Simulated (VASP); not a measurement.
Rh, 1 atom in the cell. Symmetry: Fm-3m, No. 225, cubic system. The conventional cell has a = 3.796 Å, b = 3.796 Å, c = 3.796 Å, α = 90.00°, β = 90.00°, γ = 90.00°. Within 3.5 Å of Rh (site symmetry m-3m) lie 12 Rh at 2.68 Å. 

- Program: VASP 6.6.1
- Task: single point
- Functional: PBE
- Potentials or basis: VASP PAW PBE potentials, release 64 (Rh_pv)
- Cutoff: 520 eV
- k mesh: 20 × 20 × 20
- Occupations: gaussian, width 0.05 eV
- Spin: no spin polarisation
- Dipole correction: no
- Further INCAR settings: ALGO = Normal; EDIFF = 1e-06; NBANDS = 14

Potentials or basis: VASP PAW PBE potentials, release 64 (Rh_pv).

The run is started by

```console
$ cat potpaw_PBE.64/Rh_pv/POTCAR > POTCAR
$ mpirun -np 1 vasp_std > vasp.out
```

Hardware: 1 thread of AMD EPYC 7R13 (shared host).

Question: How long does it take, and how much memory?

Answer: It took 40 s on 1 thread of AMD EPYC 7R13, on a shared host, peak memory 0.13 GiB. Counts: scf iterations 10, k points 256.
